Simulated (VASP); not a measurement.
Here is a VASP 6.6.1 calculation.

File POSCAR:

```
Ru
1.0
    2.7147894348      0.0000000000      0.0000000000
   -1.3573947174      2.3510770804      0.0000000000
    0.0000000000      0.0000000000      4.2961256859
Ru
2
Direct
    0.3333333333      0.6666666667      0.2500000000
    0.6666666667      0.3333333333      0.7500000000
```

File INCAR.step1:

```
SYSTEM = Ru
PREC = Accurate
ENCUT = 660
ISMEAR = -1
SIGMA = 0.1
LREAL = .FALSE.
LASPH = .TRUE.
NELM = 120
NBANDS = 23
GGA = PE
ALGO = Normal
EDIFF = 1E-5
LWAVE = .TRUE.
LCHARG = .FALSE.
GGA_COMPAT = .FALSE.
```

INCAR.step2

```
SYSTEM = Ru
PREC = Accurate
ENCUT = 660
EDIFF = 1E-6
ISMEAR = -1
SIGMA = 0.1
LREAL = .FALSE.
LASPH = .TRUE.
NELM = 120
ALGO = Normal
ISIF = 2
LWAVE = .FALSE.
LCHARG = .FALSE.
METAGGA = R2SCAN
LMIXTAU = .TRUE.
NBANDS = 23
ISTART = 1
GGA_COMPAT = .FALSE.
```

KPOINTS

```
Automatic mesh
0
G
  12 12 7
  0 0 0
```

Potentials or basis: VASP PAW PBE potentials, release 64 (Ru_sv).

Run with:

```console
$ cat potpaw_PBE.64/Ru_sv/POTCAR > POTCAR
$ cp INCAR.step1 INCAR
$ mpirun -np 1 vasp_std > vasp.out
$ cp INCAR.step2 INCAR
$ mpirun -np 1 vasp_std > vasp.out
```

Problem. What does it give for the band gap on the k mesh?

Solution. Zero (bands 16 and 17 overlap by 3.05 eV).

Problem. What does it give for the pressure?

Solution. -5.1 GPa.

Stress tensor (GPa, compression positive):
```
-4.77  0.00  0.00
 0.00 -4.77  0.00
 0.00  0.00 -5.65
```

Caveat: the cell stands under tension; the PAW data sets were made with another functional, which shifts forces and pressure a little.
